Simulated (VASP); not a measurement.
# Ga (C2/c) in VASP: notebook

Ga is run at these levels: PBEsol; tasks: single point.

Program: VASP 6.6.1. These are calculated values, not measurements. Logs are shortened: lines on timing, memory, paths and dates and some standing lists are left out, and cuts for length are marked.

## Step 1: The cell of the first run

It takes space group C2/c (No. 15, monoclinic). The conventional cell has a = 4.476 Å, b = 7.597 Å, c = 5.168 Å, α = 90.00°, β = 95.35°, γ = 90.00°. Within 3.3 Å of Ga (site symmetry 1) lie 7 Ga at 2.52 to 2.95 Å.

## Step 2: Single point, PBEsol (engineering shear strain xz -0.1000, normal strain along z +0.1500)

Contents of INCAR:

```
SYSTEM = Ga
  ALGO = Fast
  EDIFF = 1E-7
  ENCUT = 520
  GGA = PS
  ISIF = 2
  ISMEAR = 0
  LASPH = .TRUE.
  LCHARG = .FALSE.
  LREAL = .FALSE.
  LWAVE = .FALSE.
  NBANDS = 34
  NELM = 100
  PREC = Accurate
  SIGMA = 0.15
```

Contents of KPOINTS:

```
k-points
0
G
  10 10 10
  0 0 0
```

Contents of POSCAR:

```
Ga
1.0
    2.2350478178     -3.7986615528     -0.1117523909
    2.2350478178      3.7986615528     -0.1117523909
   -0.2244888060      0.0000000000      5.1632425381
Ga
4
Direct
    0.1559156097      0.8440843903      0.0832479706
    0.6559156097      0.3440843903      0.4167520294
    0.8440843903      0.1559156097      0.9167520294
    0.3440843903      0.6559156097      0.5832479706
```

Potentials or basis: VASP PAW PBE potentials, release 64 (Ga_d).

The run is started by

```sh
cat potpaw_PBE.64/Ga_d/POTCAR > POTCAR
mpirun -np 1 vasp_std > vasp.out
```

OUTCAR:

```text
SYSTEM = Ga
   EDIFF = 1E-7
   ENCUT = 520
   GGA = PS
   ISIF = 2
   ISMEAR = 0
   LASPH = .TRUE.
   LREAL = .FALSE.
   NELM = 100
   PREC = Accurate

 ion  position               nearest neighbor table
   1  0.156  0.844  0.083-   3 2.52   2 2.69   3 2.73   3 2.86
   2  0.656  0.344  0.417-   4 2.52   1 2.69   4 2.73   4 2.86
   3  0.844  0.156  0.917-   1 2.52   4 2.69   1 2.73   1 2.86
   4  0.344  0.656  0.583-   2 2.52   3 2.69   2 2.73   2 2.86

  LATTYP: Found a base centered monoclinic cell.
 ALAT       =     4.4756797672
 B/A-ratio  =     1.6974679827
 C/A-ratio  =     1.1547118414
 COS(beta)  =    -0.0932735131

  Lattice vectors:

 A1 = (   2.2350478178,  -3.7986615528,  -0.1117523909)
 A2 = (   2.2350478178,   3.7986615528,  -0.1117523909)
 A3 = (  -0.2244888060,   0.0000000000,   5.1632425381)

Analysis of symmetry for initial positions (statically):
=====================================================================
 Subroutine PRICEL returns:
 Original cell was already a primitive cell.

 Routine SETGRP: Setting up the symmetry group for a
 base centered monoclinic supercell.

 Subroutine GETGRP returns: Found  4 space group operations
 (whereof  2 operations were pure point group operations)
 out of a pool of  4 trial point group operations.

The static configuration has the point symmetry S_2 .
 The point group associated with its full space group is C_2h.

Analysis of symmetry for dynamics (positions and initial velocities):
=====================================================================
 Subroutine PRICEL returns:
 Original cell was already a primitive cell.

 Routine SETGRP: Setting up the symmetry group for a
 base centered monoclinic supercell.

 Subroutine GETGRP returns: Found  4 space group operations
 (whereof  2 operations were pure point group operations)
 out of a pool of  4 trial point group operations.

The dynamic configuration has the point symmetry S_2 .
 The point group associated with its full space group is C_2h.

 Subroutine INISYM returns: Found  4 space group operations
 (whereof  2 operations are pure point group operations),
 and found     1 'primitive' translations

----------------------------------------------------------------------------------------

                                     Primitive cell

  volume of cell :      87.4832

  direct lattice vectors                    reciprocal lattice vectors
     2.235047818 -3.798661553 -0.111752391     0.224196243 -0.131625309  0.009747663
     2.235047818  3.798661553 -0.111752391     0.224196243  0.131625309  0.009747663
    -0.224488806  0.000000000  5.163242538     0.009704935  0.000000000  0.194098697

  length of vectors
     4.408827161  4.408827161  5.168120425     0.260161862  0.260161862  0.194341169

  position of ions in fractional coordinates (direct lattice)
     0.155915610  0.844084390  0.083247971
     0.655915610  0.344084390  0.416752029
     0.844084390  0.155915610  0.916752029
     0.344084390  0.655915610  0.583247971

  ion indices of the primitive-cell ions
   primitive index   ion index
                 1           1
                 2           2
                 3           3
                 4           4

----------------------------------------------------------------------------------------

 KPOINTS: k-points

Automatic generation of k-mesh.
 Grid dimensions read from file:
 generate k-points for:   10   10   10

 Generating k-lattice:

  Cartesian coordinates                     Fractional coordinates (reciprocal lattice)
     0.022419624 -0.013162531  0.000974766     0.100000000  0.000000000 -0.000000000
     0.022419624  0.013162531  0.000974766     0.000000000  0.100000000 -0.000000000
     0.000970493  0.000000000  0.019409870    -0.000000000 -0.000000000  0.100000000

  Length of vectors
     0.026016186  0.026016186  0.019434117

  Shift w.r.t. Gamma in fractional coordinates (k-lattice)
     0.000000000  0.000000000  0.000000000

 Subroutine IBZKPT returns following result:
 ===========================================

 Found    282 irreducible k-points:

 Following reciprocal coordinates:
            Coordinates               Weight
  0.000000  0.000000  0.000000      1.000000
  0.100000  0.000000 -0.000000      4.000000
  0.200000  0.000000 -0.000000      4.000000
  0.300000 -0.000000  0.000000      4.000000
  0.400000 -0.000000  0.000000      4.000000
  0.500000  0.000000  0.000000      2.000000
[... 16 lines left out ...]
  0.300000  0.300000  0.000000      2.000000
  0.400000  0.300000  0.000000      4.000000
 [... further k-points ...]
   k-points           NKPTS =    282   k-points in BZ     NKDIM =    282   number of bands    NBANDS=     34
   number of dos      NEDOS =    301   number of ions     NIONS =      4
   total plane-waves  NPLWV =  51840
   dimension x,y,z NGX =    36 NGY =   36 NGZ =   40
   dimension x,y,z NGXF=    72 NGYF=   72 NGZF=   80
   ions per type =               4
   NGX,Y,Z   is equivalent  to a cutoff of  13.57, 13.57, 12.87 a.u.
   NGXF,Y,Z  is equivalent  to a cutoff of  27.15, 27.15, 25.73 a.u.
 SYSTEM =  Ga
   PREC   = accura    normal or accurate (medium, high low for compatibility)
   ISTART =      0    job   : 0-new  1-cont  2-samecut
   ICHARG =      2    charge: 1-file 2-atom 10-const
   ISPIN  =      1    spin polarized calculation?
   LNONCOLLINEAR =      F non collinear calculations
   LSORBIT =      F    spin-orbit coupling
   LASPH  =      T    aspherical Exc in radial PAW
   ENCUT  =  520.0 eV  38.22 Ry    6.18 a.u.   8.20  8.20  9.61*2*pi/ulx,y,z
   NELM   =    100;   NELMIN=  2; NELMDL= -5     # of ELM steps
   EDIFF  = 0.1E-06   stopping-criterion for ELM
   LREAL  =      F    real-space projection
   EDIFFG = 0.1E-05   stopping-criterion for IOM
   NSW    =      0    number of steps for IOM
   IBRION =     -1    ionic relax: 0-MD 1-quasi-New 2-CG
   NFREE  =      0    steps in history (QN), initial steepest desc. (CG)
   ISIF   =      2    stress and relaxation
   ISYM   =      2    0-nonsym 1-usesym 2-fastsym
   POTIM  = 0.5000    time-step for ionic-motion
   TEBEG  =    0.0;   TEEND  =   0.0 temperature during run
   PSTRESS=    0.0 pullay stress
   NELECT =      52.0000    total number of electrons
   NUPDOWN=      -1.0000    fix difference up-down
   EMIN   =  10.00;   EMAX   =-10.00  energy-range for DOS
   EFERMI =   0.00;   METHOD = LEGACY
   ISMEAR =     0;   SIGMA  =   0.15  broadening in eV -4-tet -1-fermi 0-gaus
   EFERMI_NEDOS =   21; number of points for ismear=-14 and -15
   IALGO  =     68    algorithm
   IMIX   =      4    mixing-type and parameters
     AMIX     =   0.40;   BMIX     =  1.00
     AMIX_MAG =   1.60;   BMIX_MAG =  1.00
  volume/ion in A,a.u.               =      21.87       147.59
  Fermi-wavevector in a.u.,A,eV,Ry     =   1.376473  2.601157 25.778656  1.894678
  Thomas-Fermi vector in A             =   2.501714
   LORBIT       =      0    0 simple, 1 ext, 2 COOP (PROOUT), +10 PAW based schemes
   GGA     = PS    functional components
   LHFCALC =     F    Hartree Fock is set to
   AEXX    =    0.0000 exact exchange contribution
   IVDW    =     0    specifies the selected vdW correction
   LEPSILON=     F    determine dielectric tensor
   LRPA    =     F    only Hartree local field effects (RPA)
 non-spin polarized calculation
 RMM-DIIS sequential band-by-band and
 Gauss-broadening in eV      SIGMA  =   0.15
  energy-cutoff  :      520.00
  volume of cell :       87.48
 maximum number of plane-waves:      2373
 NGX is ok and might be reduce to    36
   NGX = 17   NGY = 17   NGZ = 19

 number of electron      52.0000008 magnetization

 Free energy of the ion-electron system (eV)
  ---------------------------------------------------
  ext. energy  EPLUGINS =         0.00000000
  ---------------------------------------------------
  free energy    TOTEN  =       -13.05014882 eV

  energy without entropy =      -13.03357144  energy(sigma->0) =      -13.04186013

 E-fermi :   3.9539     XC(G=0): -10.2660

 val. band max:        3.9493415623   @ k =  -0.1000  -0.3000   0.1000
 cond. band min:       3.9551018991   @ k =  -0.3000   0.3000   0.4000
 fundamental gap:      0.0057603368
 Fermi energy:         3.9539181316

 k-point     1 :       0.0000    0.0000    0.0000
  band No.  band energies     occupation
      1     -11.0132      2.00000
      2     -11.0105      2.00000
      3     -10.9879      2.00000
      4     -10.9752      2.00000
      5     -10.9738      2.00000
      6     -10.9160      2.00000
[... 26 lines left out ...]
     33       9.9230      0.00000
     34       9.9380      0.00000

 k-point     2 :       0.1000    0.0000   -0.0000
  band No.  band energies     occupation
      1     -11.0189      2.00000
      2     -11.0015      2.00000
      3     -10.9911      2.00000
      4     -10.9748      2.00000
      5     -10.9668      2.00000
      6     -10.9113      2.00000
[... 26 lines left out ...]
     33       9.8961      0.00000
     34      10.2801      0.00000

 k-point     3 :       0.2000    0.0000   -0.0000
  band No.  band energies     occupation
      1     -11.0200      2.00000
      2     -11.0017      2.00000
      3     -10.9933      2.00000
      4     -10.9606      2.00000
      5     -10.9557      2.00000
      6     -10.9003      2.00000
[... 26 lines left out ...]
     33       9.6394      0.00000
     34      10.3503      0.00000
[... 704 lines left out ...]
 k-point    23 :       0.3000    0.3000    0.0000
  band No.  band energies     occupation
      1     -11.0586      2.00000
      2     -10.9969      2.00000
      3     -10.9887      2.00000
      4     -10.9396      2.00000
      5     -10.9262      2.00000
      6     -10.9113      2.00000
[... 26 lines left out ...]
     33      12.2122      0.00000
     34      13.3342      0.00000

 k-point    24 :       0.4000    0.3000    0.0000
  band No.  band energies     occupation
      1     -11.0615      2.00000
      2     -10.9989      2.00000
      3     -10.9846      2.00000
      4     -10.9619      2.00000
      5     -10.9178      2.00000
      6     -10.9026      2.00000
[... 26 lines left out ...]
     33      11.3550      0.00000
     34      12.4871      0.00000

 [... further k-points ...]

------------------------ aborting loop because EDIFF is reached ----------------------------------------

  FORCE on cell =-STRESS in cart. coord.  units (eV):
  Direction    XX          YY          ZZ          XY          YZ          ZX
  --------------------------------------------------------------------------------------
  -------------------------------------------------------------------------------------
  Total       -3.0668801     -0.9992457     -3.7962582      0.0000000      0.0000000      0.4719635
  in kB      -56.1671751    -18.3002951    -69.5250843      0.0000000      0.0000000      8.6435900
  external PRESSURE =     -47.9975182 kB  Pullay stress =       0.0000000 kB

 VOLUME and BASIS-vectors are now :
 -----------------------------------------------------------------------------
  energy-cutoff  :      520.00
  volume of cell :       87.48
      direct lattice vectors                 reciprocal lattice vectors
     2.235047818 -3.798661553 -0.111752391     0.224196243 -0.131625309  0.009747663
     2.235047818  3.798661553 -0.111752391     0.224196243  0.131625309  0.009747663
    -0.224488806  0.000000000  5.163242538     0.009704935  0.000000000  0.194098697

 POSITION                                       TOTAL-FORCE (eV/Angst)
 -----------------------------------------------------------------------------------
      2.21636      2.61412      0.31808        -0.067939     -0.301801      0.009832
      2.14149     -1.18454      2.04004         0.067939     -0.301801     -0.009832
      2.02925     -2.61412      4.62166         0.067939      0.301801     -0.009832
      2.10412      1.18454      2.89970        -0.067939      0.301801      0.009832
 -----------------------------------------------------------------------------------
    total drift:                               -0.000000     -0.000000      0.000000

  FREE ENERGIE OF THE ION-ELECTRON SYSTEM (eV)
  ---------------------------------------------------
  free  energy   TOTEN  =       -13.0501488213 eV

  energy  without entropy=      -13.0335714353  energy(sigma->0) =      -13.04186013
```

It took 7.1 min on 1 thread of Intel Xeon 6975P-C (Granite Rapids), shared host; peak memory 0.66 GiB.

Results:

```yaml
Free_energy: -13.0501 eV
Pressure: -4.8 GPa
Largest_force: 0.310 eV/Å
Band_gap_on_the_k_mesh: zero (bands 26 and 27 overlap by 1.45 eV)
```

Forces in eV/Å, atoms in the order of the input:
```
Ga  -0.068 -0.302  0.010
Ga   0.068 -0.302 -0.010
Ga   0.068  0.302 -0.010
Ga  -0.068  0.302  0.010
```

Levels at points of the mesh, in eV from the Fermi level:
| k point | band 23 | band 24 | band 25 | band 26 | band 27 | band 28 | band 29 | band 30 |
| --- | --- | --- | --- | --- | --- | --- | --- | --- |
| (0.00, 0.00, 0.00) | -4.26 | -0.81 | -0.68 | -0.05 | 1.31 | 1.46 | 1.79 | 3.40 |
| (0.50, 0.00, 0.00) | -3.85 | -3.15 | -1.99 | -1.39 | -0.14 | 0.55 | 3.27 | 3.59 |
| (0.50, 0.50, 0.00) | -3.90 | -2.95 | -2.40 | -1.86 | 0.50 | 0.99 | 1.77 | 3.13 |
| (0.00, 0.00, 0.50) | -0.31 | -0.31 | 0.27 | 0.27 | 1.09 | 1.09 | 1.94 | 1.94 |
| (0.50, 0.00, 0.50) | -6.02 | -5.51 | -1.25 | -0.88 | 0.45 | 0.89 | 4.72 | 4.93 |
| (0.50, 0.50, 0.50) | -5.20 | -5.20 | -1.06 | -1.06 | 0.00 | 0.00 | 4.16 | 4.16 |

Caveat: the cell differs from its parent crystal (engineering shear strain xz -0.1000, normal strain along z +0.1500); the cell stands under tension; the PAW data sets were made with another functional, which shifts forces and pressure a little.

## Step 3: Single point, PBEsol (engineering shear strain xz -0.2000, normal strain along z +0.1500)

Contents of INCAR:

```
PREC = Accurate
ENCUT = 520
EDIFF = 1E-7
ISMEAR = 0
SIGMA = 0.15
LREAL = False
LASPH = True
NELM = 80
ALGO = Fast
ISIF = 2
LWAVE = False
LCHARG = False
GGA = PS
NBANDS = 34
```

Contents of KPOINTS:

```
regular mesh
0
Gamma
  10 10 10
```

Contents of POSCAR:

```
Ga
1.0
    2.2350478178     -3.7986615528     -0.2235047818
    2.2350478178      3.7986615528     -0.2235047818
   -0.4489776120      0.0000000000      5.1632425381
Ga
4
Direct
    0.1559156097      0.8440843903      0.0832479706
    0.6559156097      0.3440843903      0.4167520294
    0.8440843903      0.1559156097      0.9167520294
    0.3440843903      0.6559156097      0.5832479706
```

Potentials or basis: VASP PAW PBE potentials, release 64 (Ga_d).

The run is started by

```sh
cat potpaw_PBE.64/Ga_d/POTCAR > POTCAR
mpirun -np 1 vasp_std > vasp.out
```

Run time: 17 min. Hardware: 1 thread of Intel Xeon Platinum 8488C (Sapphire Rapids), shared host; peak memory 0.65 GiB.

It converged, with:

```yaml
Free_energy: -12.9880 eV
Pressure: -3.8 GPa
Largest_force: 0.416 eV/Å
Band_gap_on_the_k_mesh: zero (bands 26 and 27 overlap by 1.81 eV)
```

Forces on the atoms (eV/Å):
```
Ga  -0.206 -0.337 -0.131
Ga   0.206 -0.337  0.131
Ga   0.206  0.337  0.131
Ga  -0.206  0.337 -0.131
```

Stress tensor (GPa, compression positive):
```
-4.34  0.00  2.54
 0.00 -2.15  0.00
 2.54  0.00 -4.92
```

Levels at points of the mesh, in eV from the Fermi level:
```csv
k point,band 22,band 23,band 24,band 25,band 26,band 27,band 28,band 29,band 30,band 31
"(0.00, 0.00, 0.00)",-5.08,-4.24,-0.80,-0.44,-0.04,1.27,1.49,1.96,2.50,4.75
"(0.50, 0.00, 0.00)",-7.69,-4.23,-3.00,-1.98,-0.94,-0.23,1.17,3.07,3.45,4.80
"(0.50, 0.50, 0.00)",-6.83,-3.69,-2.80,-2.39,-1.77,0.72,0.91,1.16,2.33,5.57
"(0.00, 0.00, 0.50)",-8.84,-0.72,-0.72,0.28,0.28,1.79,1.79,2.11,2.11,3.97
"(0.50, 0.00, 0.50)",-6.22,-6.05,-5.19,-1.39,-0.63,0.29,1.15,4.24,4.55,6.94
"(0.50, 0.50, 0.50)",-7.14,-5.22,-5.22,-1.27,-1.27,0.60,0.60,4.51,4.51,6.79
```

Caveat: the cell differs from its parent crystal (engineering shear strain xz -0.2000, normal strain along z +0.1500); the cell stands under tension; the PAW data sets were made with another functional, which shifts forces and pressure a little.
